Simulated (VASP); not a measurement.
Input of a VASP 6.6.1 run:

Contents of POSCAR:

```
Cu3N
1.0
    3.8147060000      0.0000000000      0.0000000000
    0.0000000000      3.8147060000      0.0000000000
    0.0000000000      0.0000000000      3.8147060000
Cu N
3 1
Direct
    0.0000000000      0.0000000000      0.5000000000
    0.0000000000      0.5000000000      0.0000000000
    0.5000000000      0.0000000000      0.0000000000
    0.0000000000      0.0000000000      0.0000000000
```

Contents of INCAR.step1:

```
ALGO = Normal
EDIFF = 1E-4
ENCUT = 520
GGA = PE
ISMEAR = -1
LASPH = T
LCHARG = F
LREAL = F
LWAVE = T
NBANDS = 27
NELM = 100
PREC = Accurate
SIGMA = 0.08
```

File INCAR.step2:

```
ALGO = Normal
EDIFF = 1E-8
ENCUT = 520
ISIF = 2
ISMEAR = -1
ISTART = 1
LASPH = T
LCHARG = F
LEFG = T
LMIXTAU = T
LREAL = F
LWAVE = F
METAGGA = R2SCAN
NBANDS = 27
NELM = 100
PREC = Accurate
SIGMA = 0.08
```

File KPOINTS:

```
k-points
0
Gamma
  11 11 11
```

Potentials or basis: VASP PAW PBE potentials, release 64 (Cu, N).

Launch:

```bash
$ cat potpaw_PBE.64/Cu/POTCAR potpaw_PBE.64/N/POTCAR > POTCAR
$ cp INCAR.step1 INCAR
$ mpirun -np 1 vasp_std > vasp.out
$ cp INCAR.step2 INCAR
$ mpirun -np 1 vasp_std > vasp.out
```

(1) Estimate the band gap on the k mesh.

(2) Predict the pressure.

## Answers

(1) 0.69 eV (least direct gap 1.18 eV).

(2) -2.0 GPa.

Caveat: without QUAD_EFG the Cq values of the log hold for a quadrupole moment of 1 mb, not for the nuclei; the PAW data sets were made with another functional, which shifts forces and pressure a little; an odd mesh through Γ misses points on the zone boundary, where band edges can lie.
